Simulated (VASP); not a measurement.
Input of a VASP 6.6.1 run:

The input INCAR:

```
  PREC = Accurate
  ENCUT = 520
  EDIFF = 1E-6
  ISMEAR = 0
  SIGMA = 0.1
  LREAL = F
  LASPH = T
  NELM = 60
  ALGO = Normal
  ISIF = 2
  LWAVE = F
  LCHARG = F
  LDIPOL = T
  IDIPOL = 3
  DIPOL = 0.5 0.5 0.319
  GGA = PE
  IVDW = 12
  NBANDS = 34
```

The input KPOINTS:

```
regular mesh
0
Gamma
  6 6 1
```

The input POSCAR:

```
Hf5H
1.0
    4.9564149667      0.0000000000      0.0000000000
   -2.4782074834      4.2923812729      0.0000000000
    0.0000000000      0.0000000000     21.1328376004
Hf H
5 1
Direct
    0.6666666667      0.3333333333      0.1892788879
    0.3333333333      0.6666666667      0.2371533849
    0.0000000000      0.0000000000      0.2763383880
    0.6666666667      0.3333333333      0.3164267596
    0.3333333333      0.6666666667      0.3706476976
    1.0000000000      1.0000000000      0.5268027802
```

Potentials or basis: VASP PAW PBE potentials, release 64 (Hf_pv, H).

Launch:

```sh
$ cat potpaw_PBE.64/Hf_pv/POTCAR potpaw_PBE.64/H/POTCAR > POTCAR
$ mpirun -np 1 vasp_std > vasp.out
```

Question: Estimate the largest force.

Answer: 1.041 eV/Å.

Question: What does it give for the dispersion energy per atom?

Answer: -0.200 eV.

Forces on the atoms (eV/Å):
```
Hf   0.000  0.000 -0.933
Hf   0.000  0.000  1.041
Hf   0.000  0.000  0.019
Hf   0.000  0.000 -0.163
Hf   0.000  0.000  0.535
H    0.000  0.000 -0.499
```
